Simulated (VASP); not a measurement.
A run of VASP 6.6.1 is set up as follows.

File INCAR:

```
PREC = Accurate ; ENCUT = 520
EDIFF = 1E-7 ; ISMEAR = 0
SIGMA = 0.1 ; LREAL = F
LASPH = T ; NELM = 60
ALGO = Normal ; ISIF = 2
LWAVE = F ; LCHARG = F
GGA = PE ; NBANDS = 18
```

File KPOINTS:

```
regular mesh
0
Gamma
  6 6 6
```

POSCAR

```
HgH5
1.0
    4.0858701984      0.0000000000      0.0000000000
   -2.0429350992      3.5384673884      0.0000000000
    0.0000000000      0.0000000000      2.8241726983
Hg H
1 5
Direct
    0.0000000000      0.0000000000      0.0000000000
    0.0000000000      0.5000000000      0.5000000000
    0.3333333333      0.6666666667      0.0000000000
    0.6666666667      0.3333333333      0.0000000000
    0.5000000000      0.0000000000      0.5000000000
    0.5000000000      0.5000000000      0.5000000000
```

Potentials or basis: VASP PAW PBE potentials, release 64 (Hg, H).

The run is started by

```bash
$ cat potpaw_PBE.64/Hg/POTCAR potpaw_PBE.64/H/POTCAR > POTCAR
$ mpirun -np 1 vasp_std > vasp.out
```

(1) Estimate the pressure.

## Answers

(1) 0.1 GPa.

Caveat: the k points lie up to 0.37 Å⁻¹ apart.
